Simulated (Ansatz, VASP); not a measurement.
**Cd in VASP and in Ansatz**

```
CELL_PARAMETERS angstrom
3.00071 0.00000 0.00000
-1.50036 2.59869 0.00000
0.00000 0.00000 5.92616
ATOMIC_POSITIONS crystal
Cd 0.33333 0.66667 0.25000
Cd 0.66667 0.33333 0.75000
```

Alike in both runs: task single point; functional PBE; k mesh 12 × 12 × 6; occupations methfessel-paxton of order 1, width 0.6 eV; no spin polarisation.

```csv
,VASP,Ansatz
version,VASP 6.6.1,Ansatz 0.2.0
potentials or method,"VASP PAW PBE potentials, release 64 (Cd), cutoff 520 eV","plane waves (420 eV) with PAW, scalar-relativistic"
valence electrons in the cell,24,40
```

Ansatz gave:

- pressure (GPa): 0.0
- traceless stress, the component that is largest in VASP (GPa): -0.16

Problem. Which values does VASP return?

Solution. Pressure (GPa): 0.2; traceless stress, the component that is largest in VASP (GPa): -0.29.

VASP's potentials hold 24 valence electrons a cell and Ansatz's 40, so a difference there can come from the potentials and not from the codes.
